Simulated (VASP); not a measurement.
Wanted: the native input for a VASP 6.6.1 run.

```
Task                   : single point
Functional             : PBE
Dispersion             : D3(BJ)
Potentials or basis    : VASP PAW PBE potentials, release 64 (Al)
Cutoff                 : 520 eV
k mesh                 : 18 × 18 × 3
Occupations            : gaussian, width 0.15 eV
Spin                   : no spin polarisation
Dipole correction      : no
Further INCAR settings : ALGO = Fast; EDIFF = 1e-06; NBANDS = 18; ISYM = 0
```

The structure of Al lies in POSCAR:

```
Al
1.0
   -2.8035700760      0.0000000000      0.0000000000
   -1.4017850380     -2.4279629071      0.0000000000
   -1.4017850380     -0.8093209690     14.0252688885
Al
6
Direct
    0.6388833333      0.6388833333      0.0833500000
    0.5277722222      0.5277722222      0.4166833333
    0.4166611111      0.4166611111      0.7500166667
    0.0277722222      0.0277722222      0.9166833333
    0.2499944444      0.2499944444      0.2500166667
    0.1388833333      0.1388833333      0.5833500000
```

The input as run:

INCAR

```
ALGO     = Fast           # electronic algorithm
EDIFF    = 1E-6           # SCF threshold, eV
ENCUT    = 520            # plane-wave cutoff, eV
GGA      = PE             # functional
ISIF     = 2              # what is computed and relaxed
ISMEAR   = 0              # smearing method
ISYM     = 0            
IVDW     = 12             # dispersion correction
LASPH    = T              # aspherical terms in the spheres
LCHARG   = F              # write CHGCAR
LREAL    = F              # projectors in reciprocal space
LWAVE    = F              # write WAVECAR
NBANDS   = 18             # bands
NELM     = 100            # most SCF steps
PREC     = Accurate       # precision mode
SIGMA    = 0.15           # smearing width, eV
```

KPOINTS

```
k-points
0
Gamma
  18 18 3
```

Potentials or basis: VASP PAW PBE potentials, release 64 (Al).

The run is started by

```bash
$ cat potpaw_PBE.64/Al/POTCAR > POTCAR
$ mpirun -np 1 vasp_std > vasp.out
```

It gave:

```json
{
  "Pressure": "-0.1 GPa",
  "Largest force": "0.042 eV/Å",
  "Band gap on the k mesh": "zero (bands 9 and 10 overlap by 5.30 eV)",
  "Dispersion energy per atom": "-0.349 eV"
}
```

Wall time 5.5 min on 1 thread of Intel(R) Xeon(R) 6975P-C (Granite Rapids), on a shared host, peak memory 0.68 GiB.
